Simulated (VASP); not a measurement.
# InP (P6_3/mmc) in VASP: a series of runs, part 2 of 2

VASP 6.6.1.

## (3) Single point, HSE06

File POSCAR:

```
InP
1.0
    4.3931098464      0.0000000000      0.0000000000
   -2.1965549232      3.8045447286      0.0000000000
    0.0000000000      0.0000000000      5.9734964704
In P
2 2
Direct
    0.3333333333      0.6666666667      0.2500000000
    0.6666666667      0.3333333333      0.7500000000
    0.6666666667      0.3333333333      0.2500000000
    0.3333333333      0.6666666667      0.7500000000
```

File INCAR.step1:

```
PREC = Accurate ; ENCUT = 520
EDIFF = 1E-5 ; ISMEAR = -1
SIGMA = 0.02 ; LREAL = F
LASPH = T ; NELM = 60
ALGO = Normal ; ISIF = 2
LWAVE = T ; LCHARG = F
GGA = PE ; NBANDS = 26
LUSENCCL = F
```

File INCAR.step2:

```
PREC = Accurate ; ENCUT = 520
EDIFF = 1E-6 ; ISMEAR = -1
SIGMA = 0.02 ; LREAL = F
LASPH = T ; NELM = 60
ALGO = Normal ; ISIF = 2
LWAVE = F ; LCHARG = F
GGA = PE ; LHFCALC = T
HFSCREEN = 0.2079 ; PRECFOCK = Normal
ISTART = 1 ; NBANDS = 26
LUSENCCL = F
```

File KPOINTS:

```
Automatic mesh
0
Gamma
  6 6 2
```

Potentials or basis: VASP PAW PBE potentials, release 64 (In_d, P).

Started as:

```console
$ cat potpaw_PBE.64/In_d/POTCAR potpaw_PBE.64/P/POTCAR > POTCAR
$ cp INCAR.step1 INCAR
$ mpirun -np 1 vasp_std > vasp.out
$ cp INCAR.step2 INCAR
$ mpirun -np 1 vasp_std > vasp.out
```

OUTCAR:

```text
PREC = Accurate
   ENCUT = 520
   EDIFF = 1E-6
   ISMEAR = -1
   LREAL = F
   LASPH = T
   NELM = 60
   ISIF = 2
   GGA = PE
   LHFCALC = T
   HFSCREEN = 0.2079
   PRECFOCK = Normal
   ISTART = 1

 ion  position               nearest neighbor table
   1  0.333  0.667  0.250-   3 2.54   3 2.54   3 2.54   4 2.99   4 2.99   2 3.92   2 3.92   2 3.92
                             2 3.92   2 3.92   2 3.92
   2  0.667  0.333  0.750-   4 2.54   4 2.54   4 2.54   3 2.99   3 2.99   1 3.92   1 3.92   1 3.92
[... 608 lines left out ...]
  --------------------------------------------------------------------------------------
  -------------------------------------------------------------------------------------
  Total       -0.5351354     -0.5351354      0.5197411      0.0000000      0.0000000      0.0000000
  in kB       -8.5875819     -8.5875819      8.3405414      0.0000000      0.0000000      0.0000000
  external PRESSURE =      -2.9448741 kB  Pullay stress =       0.0000000 kB

 VOLUME and BASIS-vectors are now :
 -----------------------------------------------------------------------------
  energy-cutoff  :      520.00
  volume of cell :       99.84
      direct lattice vectors                 reciprocal lattice vectors
     4.393109846  0.000000000  0.000000000     0.227629182  0.131421769 -0.000000000
    -2.196554923  3.804544729  0.000000000     0.000000000  0.262843539  0.000000000
     0.000000000  0.000000000  5.973496470     0.000000000 -0.000000000  0.167406142

 POSITION                                       TOTAL-FORCE (eV/Angst)
 -----------------------------------------------------------------------------------
     -0.00000      2.53636      1.49337        -0.000000     -0.000000      0.000000
      2.19655      1.26818      4.48012         0.000000      0.000000     -0.000000
      2.19655      1.26818      1.49337        -0.000000      0.000000     -0.000000
     -0.00000      2.53636      4.48012        -0.000000      0.000000     -0.000000
 -----------------------------------------------------------------------------------
    total drift:                                0.000000     -0.000000      0.000000

  FREE ENERGIE OF THE ION-ELECTRON SYSTEM (eV)
  ---------------------------------------------------
  free  energy   TOTEN  =       -18.7915005485 eV

  energy  without entropy=      -18.7914976682  energy(sigma->0) =      -18.79149911
```

OUTCAR.step1:

```text
PREC = Accurate
   ENCUT = 520
   EDIFF = 1E-5
   ISMEAR = -1
   LREAL = F
   LASPH = T
[... 625 lines left out ...]
     -0.00000      2.53636      1.49337        -0.000000     -0.000000      0.000000
      2.19655      1.26818      4.48012         0.000000      0.000000      0.000000
      2.19655      1.26818      1.49337         0.000000      0.000000      0.000000
     -0.00000      2.53636      4.48012        -0.000000     -0.000000     -0.000000
 -----------------------------------------------------------------------------------
    total drift:                                0.000000     -0.000000      0.000000

  FREE ENERGIE OF THE ION-ELECTRON SYSTEM (eV)
  ---------------------------------------------------
  free  energy   TOTEN  =       -15.7037597931 eV

  energy  without entropy=      -15.7020327124  energy(sigma->0) =      -15.70289625
```

OSZICAR.step1:

```text
N       E                     dE             d eps       ncg     rms          rms(c)
DAV:   1     0.295425849464E+03    0.29543E+03   -0.17085E+04   728   0.160E+03
DAV:   2     0.123858224932E+02   -0.28304E+03   -0.27418E+03   728   0.372E+02
DAV:   3    -0.155293489874E+02   -0.27915E+02   -0.27393E+02   932   0.132E+02
DAV:   4    -0.166446230874E+02   -0.11153E+01   -0.11120E+01   904   0.266E+01
DAV:   5    -0.166956207702E+02   -0.50998E-01   -0.50990E-01  1100   0.534E+00    0.774E+00
DAV:   6    -0.157567300359E+02    0.93889E+00   -0.16520E+00   994   0.172E+01    0.444E+00
DAV:   7    -0.157053295517E+02    0.51400E-01   -0.70852E-01  1120   0.480E+00    0.177E+00
DAV:   8    -0.157041892024E+02    0.11403E-02   -0.87598E-02   988   0.331E+00    0.593E-01
DAV:   9    -0.157032880215E+02    0.90118E-03   -0.18187E-02   994   0.188E+00    0.221E-01
DAV:  10    -0.157034166355E+02   -0.12861E-03   -0.21834E-03  1054   0.503E-01    0.160E-01
DAV:  11    -0.157037383454E+02   -0.32171E-03   -0.60399E-04   878   0.122E-01    0.646E-02
DAV:  12    -0.157037542592E+02   -0.15914E-04   -0.37300E-05   832   0.489E-02    0.370E-02
DAV:  13    -0.157037597931E+02   -0.55339E-05   -0.92007E-06   584   0.286E-02
   1 F= -.15703760E+02 E0= -.15702896E+02  d E =-.172708E-02
```

Wall time 22 min (1 × NVIDIA H100 80GB with 1 thread of Intel Xeon Platinum 8481C at 2.70GHz (Sapphire Rapids), shared host); peak memory 1.2 GiB.

Results:

| Quantity | Value |
| --- | --- |
| Free energy | -18.7915 eV |
| Pressure | -0.3 GPa |
| Band gap on the k mesh | 0.37 eV, indirect (least direct gap 0.66 eV) |

Stress tensor (GPa, compression positive):
```
-0.86  0.00  0.00
 0.00 -0.86  0.00
 0.00  0.00  0.83
```

Levels at points of the mesh, in eV from the valence-band top:
```csv
k point,band 14,band 15,band 16,band 17,band 18,band 19,band 20,band 21,band 22,band 23
"(0.00, 0.00, 0.00)",-2.04,-2.04,-1.06,-0.55,-0.55,0.37,1.17,3.92,3.92,5.85
"(0.50, 0.00, 0.00)",-5.31,-3.41,-3.40,-1.77,-1.60,0.78,3.29,5.24,6.64,7.68
"(0.00, 0.00, 0.50)",-2.68,-1.35,-1.35,-1.35,-1.35,1.20,1.20,4.41,4.41,4.41
"(0.50, 0.00, 0.50)",-6.68,-2.61,-2.61,-0.61,-0.61,2.47,2.47,3.44,3.44,8.25
```

Caveat: the k points lie up to 0.53 Å⁻¹ apart; the PAW data sets were made with another functional, which shifts forces and pressure a little; spin-orbit coupling is left out, which moves the levels of the heavy elements. A k mesh can miss the band edges.

## (4) Single point, PBE-based screened hybrid

POSCAR is that of step 3.

File INCAR.step1:

```
SYSTEM = InP
PREC = Accurate ; ENCUT = 520
EDIFF = 1E-5 ; ISMEAR = -1
SIGMA = 0.02 ; LREAL = .FALSE.
LASPH = .TRUE. ; NELM = 60
ALGO = Normal ; ISIF = 2
LWAVE = .TRUE. ; LCHARG = .FALSE.
NBANDS = 26 ; GGA = PE
LUSENCCL = .FALSE.
```

File INCAR.step2:

```
SYSTEM = InP
PREC = Accurate ; ENCUT = 520
EDIFF = 1E-7 ; ISMEAR = -1
SIGMA = 0.02 ; LREAL = .FALSE.
LASPH = .TRUE. ; NELM = 60
ALGO = Normal ; ISIF = 2
LWAVE = .FALSE. ; LCHARG = .FALSE.
GGA = PE ; LHFCALC = .TRUE.
AEXX = 0.15 ; HFSCREEN = 0.3
PRECFOCK = Normal ; NBANDS = 26
ISTART = 1 ; LUSENCCL = .FALSE.
```

File KPOINTS:

```
regular mesh
0
G
  6 6 2
  0 0 0
```

Started as:

```console
$ cat potpaw_PBE.64/In_d/POTCAR potpaw_PBE.64/P/POTCAR > POTCAR
$ cp INCAR.step1 INCAR
$ mpirun -np 1 vasp_std > vasp.out
$ cp INCAR.step2 INCAR
$ mpirun -np 1 vasp_std > vasp.out
```

It took 13 min on 1 × NVIDIA H100 80GB with 1 thread of Intel Xeon Platinum 8481C at 2.70GHz (Sapphire Rapids), shared host; peak memory 1.2 GiB.

Results (log left out):

| Item | Value |
| --- | --- |
| Free energy | -17.1680 eV |
| Pressure | 0.7 GPa |
| Band gap on the k mesh | 0.35 eV, indirect (the least direct gap lies 2.6 meV higher) |

Stress tensor (GPa, compression positive):
```
0.37 0.00 0.00
0.00 0.37 0.00
0.00 0.00 1.30
```

Levels at points of the mesh, in eV from the valence-band top:
```tsv
k point	band 14	band 15	band 16	band 17	band 18	band 19	band 20	band 21	band 22	band 23
(0.00, 0.00, 0.00)	-1.97	-1.97	-1.35	-0.53	-0.53	0.35	0.77	3.51	3.51	5.36
(0.50, 0.00, 0.00)	-5.12	-3.27	-3.23	-1.69	-1.54	0.45	2.87	4.85	6.23	7.15
(0.00, 0.00, 0.50)	-2.60	-1.30	-1.30	-1.30	-1.30	0.85	0.85	3.99	3.99	3.99
(0.50, 0.00, 0.50)	-6.41	-2.51	-2.51	-0.59	-0.59	2.10	2.10	3.06	3.06	7.66
```

Caveat: the k points lie up to 0.53 Å⁻¹ apart; the PAW data sets were made with another functional, which shifts forces and pressure a little; spin-orbit coupling is left out, which moves the levels of the heavy elements.

## (5) The runs side by side

```csv
level,k mesh,grid for exact exchange (PRECFOCK),screening parameter,share of exact exchange,gap on the mesh (eV),pressure (GPa)
PBE,6 × 6 × 4,-,-,-,none,1.6
HSE06,6 × 6 × 2,Normal,0.2079 1/Å,-,0.37,-0.3
PBE-based screened hybrid,6 × 6 × 2,Normal,0.3 1/Å,0.15,0.35,0.7
```

Alike in all rows: task single point; potentials or basis VASP PAW PBE potentials, release 64 (In_d, P); no spin polarisation; cell as given; cutoff (eV) 520; smearing fermi-dirac 0.02 eV.

Caveats: some runs use coarse meshes; spin-orbit coupling is left out, which moves the levels of the heavy elements; the PAW data sets were made with another functional, which shifts forces and pressure a little (some runs).

Absolute energies hang on the potentials; compare differences alone.
